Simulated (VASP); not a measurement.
# BN in VASP: single point with PBEsol

Aim: the single point of BN with PBEsol.

Everything below comes from runs of VASP 6.6.1. Logs are shortened: lines on timing, memory, paths and dates and some standing lists are left out, and cuts for length are marked.

**1. The cell of the first run**

The cell holds a disordered packing, 64 atoms: a = 7.861 Å, b = 7.861 Å, c = 7.861 Å, α = 90.00°, β = 90.00°, γ = 90.00°.

**2. Single point, PBEsol**

INCAR reads:

```
PREC = Accurate
ENCUT = 520
EDIFF = 1E-7
ISMEAR = -1
SIGMA = 0.05
LREAL = Auto
LASPH = True
NELM = 60
ALGO = Normal
ISIF = 2
LWAVE = False
LCHARG = False
GGA = PS
NBANDS = 166
```

KPOINTS reads:

```
Automatic mesh
0
Gamma
  1 1 1
```

POSCAR reads:

```
BN
1.0
    7.8606340000      0.0000000000      0.0000000000
    0.0000000000      7.8606340000      0.0000000000
    0.0000000000      0.0000000000      7.8606340000
B N
32 32
Direct
    0.0013830000      0.3270360000      0.9306230000
    0.9525410000      0.9058970000      0.6268490000
    0.5556190000      0.5323560000      0.0104260000
    0.5269630000      0.0657470000      0.2931990000
    0.3720400000      0.7250890000      0.0616400000
    0.6343820000      0.8314100000      0.4757280000
    0.6353990000      0.7024980000      0.2015470000
    0.5191200000      0.4920550000      0.5683450000
    0.2882840000      0.5537800000      0.2368940000
    0.0308680000      0.4380410000      0.3746740000
    0.2719540000      0.4966060000      0.7995220000
    0.3890210000      0.0107140000      0.5625350000
    0.7283570000      0.6973910000      0.6747060000
    0.7383160000      0.2281010000      0.0927370000
    0.8899540000      0.9949190000      0.9091410000
    0.7515860000      0.4572210000      0.3160920000
    0.0307030000      0.0911680000      0.1353440000
    0.1884690000      0.0237010000      0.8344700000
    0.6536430000      0.1275400000      0.7547310000
    0.4316760000      0.7371130000      0.7484710000
    0.2809560000      0.2406150000      0.3463060000
    0.8077480000      0.4029040000      0.8666070000
    0.8109940000      0.9683390000      0.2762620000
    0.7881760000      0.3499100000      0.5709260000
    0.1107210000      0.9924600000      0.4265690000
    0.3952310000      0.2451590000      0.7145340000
    0.9924980000      0.5291360000      0.6837500000
    0.1802790000      0.7711580000      0.6446810000
    0.3479690000      0.0484690000      0.0900430000
    0.6100200000      0.8812620000      0.9742860000
    0.1040480000      0.8205830000      0.0805900000
    0.8448220000      0.6847170000      0.9508030000
    0.2744500000      0.1943740000      0.8405270000
    0.9617890000      0.4174530000      0.5471880000
    0.2099260000      0.6938030000      0.1502830000
    0.3188730000      0.8843620000      0.7129480000
    0.9829590000      0.0343790000      0.3001400000
    0.3942540000      0.1733120000      0.2146890000
    0.4056120000      0.6167840000      0.8958750000
    0.7776860000      0.8511210000      0.6108720000
    0.1751750000      0.3417710000      0.8813270000
    0.3929610000      0.4164960000      0.6678700000
    0.0113640000      0.0031480000      0.7659130000
    0.4945820000      0.9412720000      0.4236720000
    0.8339840000      0.5864680000      0.7864090000
    0.7604900000      0.2743370000      0.7294940000
    0.6764120000      0.6976450000      0.0169270000
    0.9168150000      0.1776720000      0.0239960000
    0.2368320000      0.1103990000      0.4750940000
    0.4478610000      0.8991020000      0.0448410000
    0.2139090000      0.4148610000      0.3300810000
    0.1465860000      0.6154460000      0.7228670000
    0.6920970000      0.0978500000      0.2188290000
    0.6665840000      0.3770070000      0.0042730000
    0.9445770000      0.8220820000      0.0051640000
    0.0778350000      0.8314830000      0.5086730000
    0.7298170000      0.7977000000      0.3151810000
    0.9064540000      0.4623500000      0.2454220000
    0.1721850000      0.9993850000      0.0479000000
    0.5090990000      0.1235310000      0.6526070000
    0.6521570000      0.4126620000      0.4574360000
    0.5495210000      0.6763490000      0.6073830000
    0.4778720000      0.5893050000      0.1893000000
    0.7044010000      0.0007600000      0.8821850000
```

Potentials or basis: VASP PAW PBE potentials, release 64 (B, N).

Run with:

```sh
$ cat potpaw_PBE.64/B/POTCAR potpaw_PBE.64/N/POTCAR > POTCAR
$ mpirun -np 1 vasp_gam > vasp.out
```

OUTCAR:

```text
PREC = Accurate
   ENCUT = 520
   EDIFF = 1E-7
   ISMEAR = -1
   LREAL = Auto
   LASPH = True
   NELM = 60
   ISIF = 2
   GGA = PS

 ion  position               nearest neighbor table
   1  0.001  0.327  0.931-  41 1.42  48 1.54  22 1.71
   2  0.953  0.906  0.627-  43 1.41  40 1.45  56 1.47  28 2.08  25 2.12
   3  0.556  0.532  0.010-  54 1.50  63 1.60  47 1.61  39 1.63   7 2.11   5 2.13
   4  0.527  0.066  0.293-  44 1.44  53 1.45  38 1.48  29 2.13
   5  0.372  0.725  0.062-  35 1.47  50 1.50  39 1.58  63 1.68   9 2.04   3 2.13
   6  0.634  0.831  0.476-  44 1.46  57 1.49  40 1.56  62 1.73  13 2.03
   7  0.635  0.702  0.202-  57 1.38  47 1.49  63 1.53   3 2.11
   8  0.519  0.492  0.568-  42 1.40  61 1.50  62 1.50
   9  0.288  0.554  0.237-  35 1.43  51 1.44  63 1.56   5 2.04
  10  0.031  0.438  0.375-  58 1.42  34 1.47  51 1.49
  11  0.272  0.497  0.800-  52 1.49  42 1.54  41 1.57  39 1.60
  12  0.389  0.011  0.563-  44 1.48  60 1.48  49 1.59  36 1.64
  13  0.728  0.697  0.675-  40 1.36  45 1.49  62 1.51   6 2.03
  14  0.738  0.228  0.093-  53 1.47  54 1.47  48 1.55
  15  0.890  0.995  0.909-  64 1.47  43 1.48  55 1.61  48 1.71
  16  0.752  0.457  0.316-  58 1.34  61 1.40
  17  0.031  0.091  0.135-  37 1.42  48 1.42  59 1.49
  18  0.188  0.024  0.834-  43 1.50  33 1.50  59 1.69  36 1.78
  19  0.654  0.128  0.755-  60 1.39  46 1.44  64 1.47
  20  0.432  0.737  0.748-  36 1.48  39 1.51  62 1.52  28 2.15
  21  0.281  0.241  0.346-  38 1.46  51 1.47  49 1.48
  22  0.808  0.403  0.867-  46 1.52  54 1.56  45 1.59   1 1.71
  23  0.811  0.968  0.276-  53 1.45  37 1.46  57 1.52
  24  0.788  0.350  0.571-  46 1.40  34 1.48  61 1.48
  25  0.111  0.992  0.427-  49 1.41  56 1.44  37 1.45   2 2.12
  26  0.395  0.245  0.715-  42 1.40  60 1.40  33 1.43
  27  0.992  0.529  0.684-  34 1.41  52 1.42  45 1.55
  28  0.180  0.771  0.645-  52 1.40  56 1.42  36 1.51   2 2.08  20 2.15
  29  0.348  0.048  0.090-  38 1.43  50 1.46  59 1.47   4 2.13
  30  0.610  0.881  0.974-  50 1.40  64 1.40  47 1.57
  31  0.104  0.821  0.081-  55 1.39  35 1.41  59 1.53
  32  0.845  0.685  0.951-  55 1.40  47 1.43  45 1.51
  33  0.274  0.194  0.841-  26 1.43  41 1.43  18 1.50
[... 9 lines left out ...]
  43  0.011  0.003  0.766-   2 1.41  15 1.48  18 1.50
  44  0.495  0.941  0.424-   4 1.44   6 1.46  12 1.48
  45  0.834  0.586  0.786-  13 1.49  32 1.51  27 1.55  22 1.59
  46  0.760  0.274  0.729-  24 1.40  19 1.44  22 1.52
  47  0.676  0.698  0.017-  32 1.43   7 1.49  30 1.57   3 1.61
  48  0.917  0.178  0.024-  17 1.42   1 1.54  14 1.55  15 1.71
  49  0.237  0.110  0.475-  25 1.41  21 1.48  12 1.59
  50  0.448  0.899  0.045-  30 1.40  29 1.46   5 1.50
  51  0.214  0.415  0.330-   9 1.44  21 1.47  10 1.49
  52  0.147  0.615  0.723-  28 1.40  27 1.42  11 1.49
  53  0.692  0.098  0.219-   4 1.45  23 1.45  14 1.47
  54  0.667  0.377  0.004-  14 1.47   3 1.50  22 1.56
  55  0.945  0.822  0.005-  31 1.39  32 1.40  15 1.61
  56  0.078  0.831  0.509-  28 1.42  25 1.44   2 1.47
  57  0.730  0.798  0.315-   7 1.38   6 1.49  23 1.52
  58  0.906  0.462  0.245-  16 1.34  10 1.42
  59  0.172  0.999  0.048-  29 1.47  17 1.49  31 1.53  18 1.69
  60  0.509  0.124  0.653-  19 1.39  26 1.40  12 1.48
  61  0.652  0.413  0.457-  16 1.40  24 1.48   8 1.50
  62  0.550  0.676  0.607-   8 1.50  13 1.51  20 1.52   6 1.73
  63  0.478  0.589  0.189-   7 1.53   9 1.56   3 1.60   5 1.68
  64  0.704  0.001  0.882-  30 1.40  19 1.47  15 1.47

  LATTYP: Found a simple cubic cell.
 ALAT       =     7.8606340000

  Lattice vectors:

 A1 = (   7.8606340000,   0.0000000000,   0.0000000000)
 A2 = (   0.0000000000,   7.8606340000,   0.0000000000)
 A3 = (   0.0000000000,   0.0000000000,   7.8606340000)

Analysis of symmetry for initial positions (statically):
=====================================================================
 Subroutine PRICEL returns:
 Original cell was already a primitive cell.

 Routine SETGRP: Setting up the symmetry group for a
 simple cubic supercell.

 Subroutine GETGRP returns: Found  1 space group operations
 (whereof  1 operations were pure point group operations)
 out of a pool of 48 trial point group operations.

The static configuration has the point symmetry C_1 .

Analysis of symmetry for dynamics (positions and initial velocities):
=====================================================================
 Subroutine PRICEL returns:
[... 171 lines left out ...]

  Cartesian coordinates                     Fractional coordinates (reciprocal lattice)
     0.127216202  0.000000000  0.000000000     1.000000000  0.000000000  0.000000000
     0.000000000  0.127216202  0.000000000     0.000000000  1.000000000  0.000000000
     0.000000000  0.000000000  0.127216202     0.000000000  0.000000000  1.000000000

  Length of vectors
     0.127216202  0.127216202  0.127216202

  Shift w.r.t. Gamma in fractional coordinates (k-lattice)
     0.000000000  0.000000000  0.000000000

 Subroutine IBZKPT returns following result:
 ===========================================

 Found      1 irreducible k-points:

 Following reciprocal coordinates:
            Coordinates               Weight
  0.000000  0.000000  0.000000      1.000000
   k-points           NKPTS =      1   k-points in BZ     NKDIM =      1   number of bands    NBANDS=    166
   number of dos      NEDOS =    301   number of ions     NIONS =     64
   total plane-waves  NPLWV = 216000
   dimension x,y,z NGX =    60 NGY =   60 NGZ =   60
   dimension x,y,z NGXF=   120 NGYF=  120 NGZF=  120
   ions per type =              32  32
   NGX,Y,Z   is equivalent  to a cutoff of  12.69, 12.69, 12.69 a.u.
   NGXF,Y,Z  is equivalent  to a cutoff of  25.38, 25.38, 25.38 a.u.
 SYSTEM =  unknown system
   PREC   = accura    normal or accurate (medium, high low for compatibility)
   ISTART =      0    job   : 0-new  1-cont  2-samecut
   ICHARG =      2    charge: 1-file 2-atom 10-const
   ISPIN  =      1    spin polarized calculation?
   LNONCOLLINEAR =      F non collinear calculations
   LSORBIT =      F    spin-orbit coupling
   LASPH  =      T    aspherical Exc in radial PAW
   ENCUT  =  520.0 eV  38.22 Ry    6.18 a.u.  14.62 14.62 14.62*2*pi/ulx,y,z
   NELM   =     60;   NELMIN=  2; NELMDL= -5     # of ELM steps
   EDIFF  = 0.1E-06   stopping-criterion for ELM
   LREAL  =      T    real-space projection
   EDIFFG = 0.1E-05   stopping-criterion for IOM
   NSW    =      0    number of steps for IOM
   IBRION =     -1    ionic relax: 0-MD 1-quasi-New 2-CG
   NFREE  =      0    steps in history (QN), initial steepest desc. (CG)
   ISIF   =      2    stress and relaxation
   ISYM   =      2    0-nonsym 1-usesym 2-fastsym
   POTIM  = 0.5000    time-step for ionic-motion
   TEBEG  =    0.0;   TEEND  =   0.0 temperature during run
   PSTRESS=    0.0 pullay stress
   NELECT =     256.0000    total number of electrons
   NUPDOWN=      -1.0000    fix difference up-down
   EMIN   =  10.00;   EMAX   =-10.00  energy-range for DOS
   EFERMI =   0.00;   METHOD = LEGACY
   ISMEAR =    -1;   SIGMA  =   0.05  broadening in eV -4-tet -1-fermi 0-gaus
   EFERMI_NEDOS =   21; number of points for ismear=-14 and -15
   IALGO  =     38    algorithm
   IMIX   =      4    mixing-type and parameters
     AMIX     =   0.40;   BMIX     =  1.00
     AMIX_MAG =   1.60;   BMIX_MAG =  1.00
  volume/ion in A,a.u.               =       7.59        51.21
  Fermi-wavevector in a.u.,A,eV,Ry     =   1.322403  2.498980 23.793193  1.748750
  Thomas-Fermi vector in A             =   2.452087
   LORBIT       =      0    0 simple, 1 ext, 2 COOP (PROOUT), +10 PAW based schemes
   GGA     = PS    functional components
   LHFCALC =     F    Hartree Fock is set to
   AEXX    =    0.0000 exact exchange contribution
   IVDW    =     0    specifies the selected vdW correction
   LEPSILON=     F    determine dielectric tensor
   LRPA    =     F    only Hartree local field effects (RPA)
 non-spin polarized calculation
  energy-cutoff  :      520.00
  volume of cell :      485.71
 maximum number of plane-waves:      6567
 NGX is ok and might be reduce to    60
   NGX = 29   NGY = 29   NGZ = 29

 number of electron     255.9999988 magnetization

 Free energy of the ion-electron system (eV)
  ---------------------------------------------------
  ext. energy  EPLUGINS =         0.00000000
  ---------------------------------------------------
  free energy    TOTEN  =      -543.57426140 eV

  energy without entropy =     -543.57425709  energy(sigma->0) =     -543.57425924

 E-fermi :   5.8935     XC(G=0): -11.3614

 val. band max:        5.2228485084   @ k =   0.0000   0.0000   0.0000
 cond. band min:       6.5641793644   @ k =   0.0000   0.0000   0.0000
 fundamental gap:      1.3413308560
 Fermi energy:         5.8935142278

 k-point     1 :       0.0000    0.0000    0.0000
  band No.  band energies     occupation
      1     -15.5062      2.00000
      2     -14.7677      2.00000
      3     -14.3442      2.00000
      4     -14.2340      2.00000
      5     -13.8300      2.00000
      6     -13.3787      2.00000
[... 132 lines left out ...]
    139       9.2200      0.00000
    140       9.3409      0.00000
 [bands above 140 left out]

------------------------ aborting loop because EDIFF is reached ----------------------------------------

  FORCE on cell =-STRESS in cart. coord.  units (eV):
  Direction    XX          YY          ZZ          XY          YZ          ZX
  --------------------------------------------------------------------------------------
  -------------------------------------------------------------------------------------
  Total       46.5801943      9.8862328     34.0413406     -1.8375801     10.9573809      5.7618188
  in kB      153.6523306     32.6113432    112.2908867     -6.0615563     36.1446992     19.0062943
  external PRESSURE =      99.5181868 kB  Pullay stress =       0.0000000 kB

 VOLUME and BASIS-vectors are now :
 -----------------------------------------------------------------------------
  energy-cutoff  :      520.00
  volume of cell :      485.71
      direct lattice vectors                 reciprocal lattice vectors
     7.860634000  0.000000000  0.000000000     0.127216202  0.000000000  0.000000000
     0.000000000  7.860634000  0.000000000     0.000000000  0.127216202  0.000000000
     0.000000000  0.000000000  7.860634000     0.000000000  0.000000000  0.127216202

 POSITION                                       TOTAL-FORCE (eV/Angst)
 -----------------------------------------------------------------------------------
      0.01087      2.57071      7.31529         0.002243      0.002588      0.008679
      7.48758      7.12092      4.92743        -0.028027      0.029490      0.009356
      4.36752      4.18466      0.08195        -0.007882     -0.011727     -0.022616
      4.14226      0.51681      2.30473         0.007071     -0.000238      0.002499
      2.92447      5.69966      0.48453         0.009094      0.007590     -0.011406
      4.98664      6.53541      3.73952        -0.028391     -0.014841      0.030872
[... 56 lines left out ...]
      3.75638      4.63231      1.48802        -0.003811     -0.013935      0.039228
      5.53704      0.00597      6.93453        -0.014613     -0.007335     -0.007749
 -----------------------------------------------------------------------------------
    total drift:                                0.005676      0.004797     -0.000246

  FREE ENERGIE OF THE ION-ELECTRON SYSTEM (eV)
  ---------------------------------------------------
  free  energy   TOTEN  =      -543.5742613967 eV

  energy  without entropy=     -543.5742570859  energy(sigma->0) =     -543.57425924
```

Wall time 5.1 min (1 thread of Intel Xeon 8259CL, shared host); peak memory 0.48 GiB.

Results:

| Quantity | Value |
| --- | --- |
| Free energy | -543.5743 eV |
| Pressure | 10.0 GPa |
| Largest force | 0.064 eV/Å |
| Band gap on the k mesh | 1.34 eV |

Forces on the atoms (eV/Å):
```
B    0.002  0.003  0.009
B   -0.028  0.029  0.009
B   -0.008 -0.012 -0.023
B    0.007  0.000  0.002
B    0.009  0.008 -0.011
B   -0.028 -0.015  0.031
B    0.006 -0.012  0.024
B   -0.014 -0.008 -0.022
B   -0.002 -0.020  0.019
B    0.051  0.002 -0.010
B    0.001  0.006  0.021
B   -0.028 -0.015  0.009
B    0.005 -0.037  0.027
B   -0.014  0.006  0.007
B    0.013  0.016  0.017
B   -0.043 -0.008 -0.025
B    0.005  0.019  0.003
B    0.019 -0.021 -0.002
B    0.013 -0.006  0.000
B    0.011  0.004 -0.001
B   -0.011  0.034  0.001
B    0.003  0.023  0.008
B    0.018 -0.017  0.011
B   -0.001 -0.024 -0.008
B   -0.010  0.010 -0.010
B   -0.001  0.023  0.000
B    0.003  0.008  0.008
B   -0.007 -0.024  0.005
B    0.012  0.009 -0.018
B    0.006 -0.005 -0.008
B    0.000 -0.024  0.018
B    0.013 -0.021  0.007
N    0.024 -0.051 -0.008
N    0.011 -0.014 -0.019
N   -0.035  0.008  0.003
N    0.002  0.042  0.013
N    0.000 -0.003  0.029
N   -0.017  0.019 -0.013
N   -0.002 -0.019  0.008
N    0.030  0.045 -0.004
N   -0.034  0.048  0.027
N    0.011 -0.001 -0.008
N    0.005  0.001 -0.016
N    0.001 -0.008  0.001
N   -0.010 -0.002 -0.010
N    0.001 -0.022  0.010
N    0.004  0.005 -0.009
N   -0.009  0.004 -0.016
N    0.005 -0.002  0.006
N   -0.014  0.017  0.003
N   -0.001 -0.002  0.003
N   -0.003  0.015 -0.006
N    0.002  0.013 -0.011
N   -0.009 -0.002  0.005
N    0.001  0.006 -0.004
N    0.027 -0.027 -0.027
N    0.006 -0.004 -0.023
N    0.006  0.007 -0.031
N    0.016  0.010  0.001
N    0.025 -0.025 -0.010
N   -0.016  0.017 -0.004
N   -0.009  0.014 -0.022
N   -0.004 -0.014  0.039
N   -0.015 -0.007 -0.008
```

Stress tensor (GPa, compression positive):
```
15.37 -0.61  1.90
-0.61  3.26  3.61
 1.90  3.61 11.23
```

Levels at points of the mesh, in eV from the valence-band top:
```tsv
k point	band 124	band 125	band 126	band 127	band 128	band 129	band 130	band 131	band 132	band 133
(0.00, 0.00, 0.00)	-0.84	-0.76	-0.64	-0.44	0.00	1.34	1.80	2.14	2.36	2.57
```

Caveat: the k points lie up to 0.80 Å⁻¹ apart; the PAW data sets were made with another functional, which shifts forces and pressure a little.
